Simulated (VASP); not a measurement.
A run of VASP 6.6.1 is set up as follows.

File INCAR:

```
SYSTEM = TiO
PREC     = Accurate       ! precision mode
ENCUT    = 520            ! plane-wave cutoff, eV
EDIFF    = 1E-7           ! SCF threshold, eV
ISMEAR   = 0              ! smearing method
SIGMA    = 0.15           ! smearing width, eV
LREAL    = .False.        ! projectors in reciprocal space
LASPH    = .True.         ! aspherical terms in the spheres
NELM     = 80             ! most SCF steps
ALGO     = Normal         ! electronic algorithm
ISIF     = 2              ! what is computed and relaxed
LWAVE    = .False.        ! write WAVECAR
LCHARG   = .False.        ! write CHGCAR
GGA      = PS             ! functional
NBANDS   = 16             ! bands
```

KPOINTS

```
regular mesh
0
Gamma
  18 18 16
  0 0 0
```

POSCAR

```
TiO
1.0
    2.8522789816      0.0000000000      0.0000000000
   -1.4261394908      2.4701460567      0.0000000000
    0.0000000000      0.0000000000      3.6561508208
Ti O
1 1
Direct
    0.6666666667      0.3333333333      0.0000000000
    0.0000000000      0.0000000000      0.5000000000
```

Potentials or basis: VASP PAW PBE potentials, release 64 (Ti_sv, O).

Run with:

```console
$ cat potpaw_PBE.64/Ti_sv/POTCAR potpaw_PBE.64/O/POTCAR > POTCAR
$ mpirun -np 1 vasp_std > vasp.out
```

(1) Estimate the band gap on the k mesh.

(2) What does it give for the pressure?

Answers

(1) zero (band 9 reaches 6.85 eV, above the bottom of band 10 at 6.49 eV).

(2) -37.3 GPa.

Caveat: the PAW data sets were made with another functional, which shifts forces and pressure a little; semilocal functionals often make such compounds metallic where correlation or magnetic order opens a gap, which also shifts bond lengths.
